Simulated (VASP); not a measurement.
# NbP (I4_1md) in VASP: further runs

NbP is run at these levels: PBE; tasks: single point.

All numbers are computed with VASP 6.6.1; they aren't measurements. Logs are shortened: lines on timing, memory, paths and dates and some standing lists are left out, and cuts for length are marked.

**1. The cell of the first run**

The structure is tetragonal, space group I4_1md (No. 109). The conventional cell has a = 3.210 Å, b = 3.210 Å, c = 11.001 Å, α = 90.00°, β = 90.00°, γ = 90.00°. Within 3.3 Å of Nb (site symmetry 2mm) lie 6 P at 2.44 to 2.45 Å and 8 Nb at 3.18 to 3.21 Å. P (site symmetry 2mm) has 6 Nb at 2.44 to 2.45 Å and 8 P at 3.18 to 3.21 Å within 3.3 Å.

**2. Single point, PBE**

Contents of INCAR:

```
ALGO = Normal
EDIFF = 1E-7
ENCUT = 520
GGA = PE
ISIF = 2
ISMEAR = 1
LASPH = True
LCHARG = True
LELF = True
LREAL = False
LVHAR = True
LWAVE = False
NBANDS = 26
NELM = 100
PREC = Accurate
SIGMA = 0.15
```

Contents of KPOINTS:

```
k-points
0
Gamma
  11 11 11
```

Contents of POSCAR:

```
NbP
1.0
   -1.6050521038      1.6050521038      5.5006536631
    1.6050521038     -1.6050521038      5.5006536631
    1.6050521038      1.6050521038     -5.5006536631
Nb P
2 2
Direct
    0.7498808000      0.7498808000      0.0000000000
    0.4998808000      0.9998808000      0.5000000000
    0.3327477700      0.3327477700      0.0000000000
    0.0827477800      0.5827477800      0.5000000000
```

Potentials or basis: VASP PAW PBE potentials, release 64 (Nb_sv, P).

On the command line:

```sh
> cat potpaw_PBE.64/Nb_sv/POTCAR potpaw_PBE.64/P/POTCAR > POTCAR
> mpirun -np 1 vasp_std > vasp.out
```

OUTCAR:

```text
EDIFF = 1E-7
   ENCUT = 520
   GGA = PE
   ISIF = 2
   ISMEAR = 1
   LASPH = True
   LREAL = False
   NELM = 100
   PREC = Accurate

 ion  position               nearest neighbor table
   1  0.750  0.750  0.000-   4 2.44   4 2.44   3 2.45   3 2.45   3 2.45   3 2.45
   2  0.500  1.000  0.500-   3 2.44   3 2.44   4 2.45   4 2.45   4 2.45   4 2.45
   3  0.333  0.333  0.000-   2 2.44   2 2.44   1 2.45   1 2.45   1 2.45   1 2.45
   4  0.083  0.583  0.500-   1 2.44   1 2.44   2 2.45   2 2.45   2 2.45   2 2.45

  LATTYP: Found a body centered tetragonal cell.
 ALAT       =     3.2101042076
 C/A-ratio  =     3.4270872890

  Lattice vectors:

 A1 = (  -1.6050521038,   1.6050521038,   5.5006536631)
 A2 = (   1.6050521038,  -1.6050521038,   5.5006536631)
 A3 = (   1.6050521038,   1.6050521038,  -5.5006536631)

Analysis of symmetry for initial positions (statically):
=====================================================================
 Subroutine PRICEL returns:
 Original cell was already a primitive cell.

 Routine SETGRP: Setting up the symmetry group for a
 body centered tetragonal supercell.

 Subroutine GETGRP returns: Found  8 space group operations
 (whereof  4 operations were pure point group operations)
 out of a pool of 16 trial point group operations.

The static configuration has the point symmetry C_2v.
 The point group associated with its full space group is C_4v.

Analysis of symmetry for dynamics (positions and initial velocities):
=====================================================================
 Subroutine PRICEL returns:
 Original cell was already a primitive cell.

 Routine SETGRP: Setting up the symmetry group for a
 body centered tetragonal supercell.

 Subroutine GETGRP returns: Found  8 space group operations
 (whereof  4 operations were pure point group operations)
 out of a pool of 16 trial point group operations.

The dynamic configuration has the point symmetry C_2v.
 The point group associated with its full space group is C_4v.

 Subroutine INISYM returns: Found  8 space group operations
 (whereof  4 operations are pure point group operations),
 and found     1 'primitive' translations

----------------------------------------------------------------------------------------

                                     Primitive cell

  volume of cell :      56.6830

  direct lattice vectors                    reciprocal lattice vectors
    -1.605052104  1.605052104  5.500653663     0.000000000  0.311516367  0.090898288
     1.605052104 -1.605052104  5.500653663     0.311516367  0.000000000  0.090898288
     1.605052104  1.605052104 -5.500653663     0.311516367  0.311516367  0.000000000

  length of vectors
     5.950594528  5.950594528  5.950594528     0.324507235  0.324507235  0.440550671

  position of ions in fractional coordinates (direct lattice)
     0.749880800  0.749880800  0.000000000
     0.499880800  0.999880800  0.500000000
     0.332747770  0.332747770  0.000000000
     0.082747780  0.582747780  0.500000000

  ion indices of the primitive-cell ions
   primitive index   ion index
                 1           1
                 2           2
                 3           3
                 4           4

----------------------------------------------------------------------------------------

 KPOINTS: k-points

Automatic generation of k-mesh.
 Grid dimensions read from file:
 generate k-points for:   11   11   11

 Generating k-lattice:

  Cartesian coordinates                     Fractional coordinates (reciprocal lattice)
     0.000000000  0.028319670  0.008263481     0.090909091  0.000000000  0.000000000
     0.028319670  0.000000000  0.008263481     0.000000000  0.090909091  0.000000000
     0.028319670  0.028319670  0.000000000     0.000000000  0.000000000  0.090909091

  Length of vectors
     0.029500658  0.029500658  0.040050061

  Shift w.r.t. Gamma in fractional coordinates (k-lattice)
     0.000000000  0.000000000  0.000000000

 Subroutine IBZKPT returns following result:
 ===========================================

 Found    126 irreducible k-points:

 Following reciprocal coordinates:
            Coordinates               Weight
  0.000000  0.000000  0.000000      1.000000
  0.090909  0.000000 -0.000000      8.000000
  0.181818  0.000000  0.000000      8.000000
  0.272727  0.000000  0.000000      8.000000
  0.363636 -0.000000  0.000000      8.000000
  0.454545  0.000000 -0.000000      8.000000
[... 16 lines left out ...]
 -0.272727  0.181818  0.000000     16.000000
 -0.181818  0.181818  0.000000      4.000000
 [... further k-points ...]
   k-points           NKPTS =    126   k-points in BZ     NKDIM =    126   number of bands    NBANDS=     26
   number of dos      NEDOS =    301   number of ions     NIONS =      4
   total plane-waves  NPLWV = 110592
   dimension x,y,z NGX =    48 NGY =   48 NGZ =   48
   dimension x,y,z NGXF=    96 NGYF=   96 NGZF=   96
   ions per type =               2   2
   NGX,Y,Z   is equivalent  to a cutoff of  13.41, 13.41, 13.41 a.u.
   NGXF,Y,Z  is equivalent  to a cutoff of  26.82, 26.82, 26.82 a.u.
 SYSTEM =  unknown system
   PREC   = accura    normal or accurate (medium, high low for compatibility)
   ISTART =      0    job   : 0-new  1-cont  2-samecut
   ICHARG =      2    charge: 1-file 2-atom 10-const
   ISPIN  =      1    spin polarized calculation?
   LNONCOLLINEAR =      F non collinear calculations
   LSORBIT =      F    spin-orbit coupling
   LASPH  =      T    aspherical Exc in radial PAW
   ENCUT  =  520.0 eV  38.22 Ry    6.18 a.u.  11.06 11.06 11.06*2*pi/ulx,y,z
   NELM   =    100;   NELMIN=  2; NELMDL= -5     # of ELM steps
   EDIFF  = 0.1E-06   stopping-criterion for ELM
   LREAL  =      F    real-space projection
   EDIFFG = 0.1E-05   stopping-criterion for IOM
   NSW    =      0    number of steps for IOM
   IBRION =     -1    ionic relax: 0-MD 1-quasi-New 2-CG
   NFREE  =      0    steps in history (QN), initial steepest desc. (CG)
   ISIF   =      2    stress and relaxation
   ISYM   =      2    0-nonsym 1-usesym 2-fastsym
   POTIM  = 0.5000    time-step for ionic-motion
   TEBEG  =    0.0;   TEEND  =   0.0 temperature during run
   PSTRESS=    0.0 pullay stress
   NELECT =      36.0000    total number of electrons
   NUPDOWN=      -1.0000    fix difference up-down
   EMIN   =  10.00;   EMAX   =-10.00  energy-range for DOS
   EFERMI =   0.00;   METHOD = LEGACY
   ISMEAR =     1;   SIGMA  =   0.15  broadening in eV -4-tet -1-fermi 0-gaus
   EFERMI_NEDOS =   21; number of points for ismear=-14 and -15
   IALGO  =     38    algorithm
   IMIX   =      4    mixing-type and parameters
     AMIX     =   0.40;   BMIX     =  1.00
     AMIX_MAG =   1.60;   BMIX_MAG =  1.00
  volume/ion in A,a.u.               =      14.17        95.63
  Fermi-wavevector in a.u.,A,eV,Ry     =   1.407208  2.659237 26.942705  1.980233
  Thomas-Fermi vector in A             =   2.529490
   LORBIT       =      0    0 simple, 1 ext, 2 COOP (PROOUT), +10 PAW based schemes
   GGA     = PE    functional components
   LHFCALC =     F    Hartree Fock is set to
   AEXX    =    0.0000 exact exchange contribution
   IVDW    =     0    specifies the selected vdW correction
   LEPSILON=     F    determine dielectric tensor
   LRPA    =     F    only Hartree local field effects (RPA)
 non-spin polarized calculation
 Methfessel and Paxton  Order N= 1 SIGMA  =   0.15
  energy-cutoff  :      520.00
  volume of cell :       56.68
 maximum number of plane-waves:      1545
 NGX is ok and might be reduce to    48
   NGX = 23   NGY = 23   NGZ = 23

 number of electron      36.0000000 magnetization

 Free energy of the ion-electron system (eV)
  ---------------------------------------------------
  ext. energy  EPLUGINS =         0.00000000
  ---------------------------------------------------
  free energy    TOTEN  =       -34.71313617 eV

  energy without entropy =      -34.71444054  energy(sigma->0) =      -34.71357096

 E-fermi :  12.3320     XC(G=0): -12.6239

 val. band max:       12.2708669049   @ k =  -0.0909   0.4545   0.0909
 cond. band min:      12.3709612051   @ k =  -0.1818   0.2727   0.1818
 fundamental gap:      0.1000943002
 Fermi energy:        12.3320235723

 k-point     1 :       0.0000    0.0000    0.0000
  band No.  band energies     occupation
      1     -42.2542      2.00000
      2     -42.1867      2.00000
      3     -18.7339      2.00000
      4     -18.3445      2.00000
      5     -18.3445      2.00000
      6     -18.1684      2.00000
[... 18 lines left out ...]
     25      17.0580      0.00000
     26      17.0580      0.00000

 k-point     2 :       0.0909    0.0000   -0.0000
  band No.  band energies     occupation
      1     -42.2507      2.00000
      2     -42.1853      2.00000
      3     -18.7212      2.00000
      4     -18.3817      2.00000
      5     -18.3416      2.00000
      6     -18.2052      2.00000
[... 18 lines left out ...]
     25      17.0446      0.00000
     26      17.5477      0.00000

 k-point     3 :       0.1818    0.0000    0.0000
  band No.  band energies     occupation
      1     -42.2409      2.00000
      2     -42.1816      2.00000
      3     -18.6896      2.00000
      4     -18.4762      2.00000
      5     -18.3340      2.00000
      6     -18.2940      2.00000
[... 18 lines left out ...]
     25      17.6253      0.00000
     26      18.5604      0.00000

 k-point     4 :       0.2727    0.0000    0.0000
  band No.  band energies     occupation
      1     -42.2276      2.00000
      2     -42.1773      2.00000
      3     -18.6794      2.00000
      4     -18.5669      2.00000
      5     -18.3980      2.00000
      6     -18.3238      2.00000
[... 18 lines left out ...]
     25      18.0246      0.00000
     26      19.4490      0.00000
[... 496 lines left out ...]
      1     -42.2053      2.00000
      2     -42.1654      2.00000
      3     -18.7335      2.00000
      4     -18.5621      2.00000
      5     -18.4687      2.00000
      6     -18.4243      2.00000
[... 18 lines left out ...]
     25      17.8374      0.00000
     26      19.6688      0.00000

 k-point    23 :      -0.2727    0.1818    0.0000
  band No.  band energies     occupation
      1     -42.2180      2.00000
      2     -42.1688      2.00000
      3     -18.6594      2.00000
      4     -18.5552      2.00000
      5     -18.4416      2.00000
      6     -18.3884      2.00000
[... 18 lines left out ...]
     25      17.9911      0.00000
     26      19.2020      0.00000

 k-point    24 :      -0.1818    0.1818    0.0000
  band No.  band energies     occupation
      1     -42.2302      2.00000
      2     -42.1740      2.00000
      3     -18.6665      2.00000
      4     -18.4791      2.00000
      5     -18.4412      2.00000
      6     -18.2937      2.00000
[... 18 lines left out ...]
     25      17.3585      0.00000
     26      18.6893      0.00000

 [... further k-points ...]
[... 5 lines left out ...]
  --------------------------------------------------------------------------------------
  -------------------------------------------------------------------------------------
  Total       11.0352037     11.0352037      9.1909038      0.0000000      0.0000000      0.0000000
  in kB      311.9165168    311.9165168    259.7862965      0.0000000      0.0000000      0.0000000
  external PRESSURE =     294.5397767 kB  Pullay stress =       0.0000000 kB

 VOLUME and BASIS-vectors are now :
 -----------------------------------------------------------------------------
  energy-cutoff  :      520.00
  volume of cell :       56.68
      direct lattice vectors                 reciprocal lattice vectors
    -1.605052104  1.605052104  5.500653663     0.000000000  0.311516367  0.090898288
     1.605052104 -1.605052104  5.500653663     0.311516367  0.000000000  0.090898288
     1.605052104  1.605052104 -5.500653663     0.311516367  0.311516367  0.000000000

 POSITION                                       TOTAL-FORCE (eV/Angst)
 -----------------------------------------------------------------------------------
      0.00000      0.00000      8.24967         0.000000      0.000000      0.071580
      1.60505      0.00000      5.49934        -0.000000     -0.000000      0.071580
      0.00000      0.00000      3.66066        -0.000000     -0.000000     -0.071580
      1.60505      0.00000      0.91033         0.000000      0.000000     -0.071580
 -----------------------------------------------------------------------------------
    total drift:                               -0.000000     -0.000000      0.000095

  FREE ENERGIE OF THE ION-ELECTRON SYSTEM (eV)
  ---------------------------------------------------
  free  energy   TOTEN  =       -34.7131361702 eV

  energy  without entropy=      -34.7144405367  energy(sigma->0) =      -34.71357096
```

It took 5.1 min on 1 thread of Intel Xeon 6975P-C (Granite Rapids), shared host; peak memory 0.41 GiB.

Results:

```
Free energy            : -34.7131 eV
Pressure               : 29.5 GPa
Largest force          : 0.072 eV/Å
Band gap on the k mesh : zero (bands 18 and 19 overlap by 0.05 eV)
```

Forces on the atoms (eV/Å):
```
Nb   0.000  0.000  0.072
Nb   0.000  0.000  0.072
P    0.000  0.000 -0.072
P    0.000  0.000 -0.072
```

Stress tensor (GPa, compression positive):
```
31.19  0.00  0.00
 0.00 31.19  0.00
 0.00  0.00 25.98
```

Levels at points of the mesh, in eV from the Fermi level:
| k point | band 16 | band 17 | band 18 | band 19 | band 20 | band 21 |
| --- | --- | --- | --- | --- | --- | --- |
| (0.00, 0.00, 0.00) | -2.02 | -1.38 | -1.38 | 0.97 | 1.92 | 3.08 |

Caveat: the stress differs along the axes, from 26 to 31 GPa.

**3. Single point, PBE**

This run uses another cell than the first one, of 14.81 Å³/atom.

Contents of INCAR:

```
SYSTEM = NbP
PREC     = Accurate       ! precision mode
ENCUT    = 520            ! plane-wave cutoff, eV
EDIFF    = 1E-6           ! SCF threshold, eV
ISMEAR   = 1              ! smearing method
SIGMA    = 0.15           ! smearing width, eV
LREAL    = .False.        ! projectors in reciprocal space
LASPH    = .True.         ! aspherical terms in the spheres
NELM     = 60             ! most SCF steps
ALGO     = Normal         ! electronic algorithm
ISIF     = 2              ! what is computed and relaxed
LWAVE    = .False.        ! write WAVECAR
LCHARG   = .False.        ! write CHGCAR
GGA      = PE             ! functional
NBANDS   = 26             ! bands
```

Contents of KPOINTS:

```
Automatic mesh
0
Gamma
  11 11 11
  0 0 0
```

Contents of POSCAR:

```
NbP
1.0
   -1.6290116377      1.6290116377      5.5827650772
    1.6290116377     -1.6290116377      5.5827650772
    1.6290116377      1.6290116377     -5.5827650772
Nb P
2 2
Direct
    0.7498808000      0.7498808000      0.0000000000
    0.4998808000      0.9998808000      0.5000000000
    0.3327477700      0.3327477700      0.0000000000
    0.0827477800      0.5827477800      0.5000000000
```

Potentials or basis: VASP PAW PBE potentials, release 64 (Nb_sv, P).

On the command line:

```sh
> cat potpaw_PBE.64/Nb_sv/POTCAR potpaw_PBE.64/P/POTCAR > POTCAR
> mpirun -np 1 vasp_std > vasp.out
```

It took 4.8 min on 1 thread of Intel Xeon 6975P-C (Granite Rapids), shared host; peak memory 0.41 GiB.

It converged, with:

* Free energy: -35.0835 eV
* Pressure: 16.9 GPa
* Largest force: 0.050 eV/Å
* Band gap on the k mesh: zero (bands 18 and 19 overlap by 0.02 eV)

Forces on the atoms (eV/Å):
```
Nb   0.000  0.000  0.050
Nb   0.000  0.000  0.050
P    0.000  0.000 -0.050
P    0.000  0.000 -0.050
```

Stress tensor (GPa, compression positive):
```
17.96  0.00  0.00
 0.00 17.96  0.00
 0.00  0.00 14.72
```

Levels at points of the mesh, in eV from the Fermi level:
```csv
k point,band 16,band 17,band 18,band 19,band 20,band 21
"(0.00, 0.00, 0.00)",-1.91,-1.38,-1.38,0.92,1.80,2.92
```

Caveat: the cell stands under pressure.

**4. Single point, PBE**

This run uses another cell than the first one, of 15.46 Å³/atom.

Contents of INCAR:

```
SYSTEM = NbP
  ALGO = Normal
  EDIFF = 1E-6
  ENCUT = 520
  GGA = PE
  ISIF = 2
  ISMEAR = 1
  LASPH = .True.
  LCHARG = .True.
  LELF = .True.
  LREAL = .False.
  LVHAR = .True.
  LWAVE = .False.
  NBANDS = 26
  NELM = 60
  PREC = Accurate
  SIGMA = 0.15
```

Contents of KPOINTS:

```
k-points
0
Gamma
  11 11 11
  0 0 0
```

Contents of POSCAR:

```
NbP
1.0
   -1.6522863771      1.6522863771      5.6625296406
    1.6522863771     -1.6522863771      5.6625296406
    1.6522863771      1.6522863771     -5.6625296406
Nb P
2 2
Direct
    0.7498808000      0.7498808000      0.0000000000
    0.4998808000      0.9998808000      0.5000000000
    0.3327477700      0.3327477700      0.0000000000
    0.0827477800      0.5827477800      0.5000000000
```

On the command line:

```sh
> cat potpaw_PBE.64/Nb_sv/POTCAR potpaw_PBE.64/P/POTCAR > POTCAR
> mpirun -np 1 vasp_std > vasp.out
```

Wall time 4.6 min (1 thread of Intel Xeon 6975P-C (Granite Rapids), shared host); peak memory 0.42 GiB.

Results (log left out):

```yaml
Free_energy: -35.2719 eV
Pressure: 6.7 GPa
Largest_force: 0.032 eV/Å
Band_gap_on_the_k_mesh: zero (bands 18 and 19 overlap by 0.01 eV)
```

Forces in eV/Å, atoms in the order of the input:
```
Nb   0.000  0.000  0.032
Nb   0.000  0.000  0.032
P    0.000  0.000 -0.032
P    0.000  0.000 -0.032
```

Stress tensor (GPa, compression positive):
```
7.28 0.00 0.00
0.00 7.28 0.00
0.00 0.00 5.63
```

Levels at points of the mesh, in eV from the Fermi level:
```
           k point  band 15  band 16  band 17  band 18  band 19  band 20  band 21  band 22
(0.00, 0.00, 0.00)    -2.24    -1.80    -1.37    -1.37     0.87     1.69     2.78     3.31
```

Caveat: the cell stands under pressure.

**5. Single point, PBE**

This run uses another cell than the first one, of 16.10 Å³/atom.

Contents of INCAR:

```
PREC = Accurate
ENCUT = 520
EDIFF = 1E-7
ISMEAR = 1
SIGMA = 0.15
LREAL = False
LASPH = True
NELM = 100
ALGO = Normal
ISIF = 2
LWAVE = False
LCHARG = True
GGA = PE
LELF = True
LVHAR = True
NBANDS = 26
```

Contents of KPOINTS:

```
Automatic mesh
0
Gamma
  11 11 11
```

Contents of POSCAR:

```
NbP
1.0
   -1.6749232500      1.6749232500      5.7401081800
    1.6749232500     -1.6749232500      5.7401081800
    1.6749232500      1.6749232500     -5.7401081800
Nb P
2 2
Direct
    0.7498808000      0.7498808000      0.0000000000
    0.4998808000      0.9998808000      0.5000000000
    0.3327477700      0.3327477700      0.0000000000
    0.0827477800      0.5827477800      0.5000000000
```

On the command line:

```sh
> cat potpaw_PBE.64/Nb_sv/POTCAR potpaw_PBE.64/P/POTCAR > POTCAR
> mpirun -np 1 vasp_std > vasp.out
```

Run time: 5.2 min. Hardware: 1 thread of Intel Xeon 6975P-C (Granite Rapids), shared host; peak memory 0.41 GiB.

Results (log left out):

```
Free energy            : -35.3132 eV
Pressure               : -1.5 GPa
Largest force          : 0.016 eV/Å
Band gap on the k mesh : zero (filled and empty bands touch)
```

Forces in eV/Å, atoms in the order of the input:
```
Nb   0.000  0.000  0.016
Nb   0.000  0.000  0.016
P    0.000  0.000 -0.016
P    0.000  0.000 -0.016
```

Stress tensor (GPa, compression positive):
```
-1.34  0.00  0.00
 0.00 -1.34  0.00
 0.00  0.00 -1.71
```

Levels at points of the mesh, in eV from the Fermi level:
| k point | band 16 | band 17 | band 18 | band 19 | band 20 | band 21 |
| --- | --- | --- | --- | --- | --- | --- |
| (0.00, 0.00, 0.00) | -1.71 | -1.36 | -1.36 | 0.83 | 1.59 | 2.64 |

[end of part 1 of 2]

The gap in the log of VASP goes by the Fermi energy; the results here count the filled bands.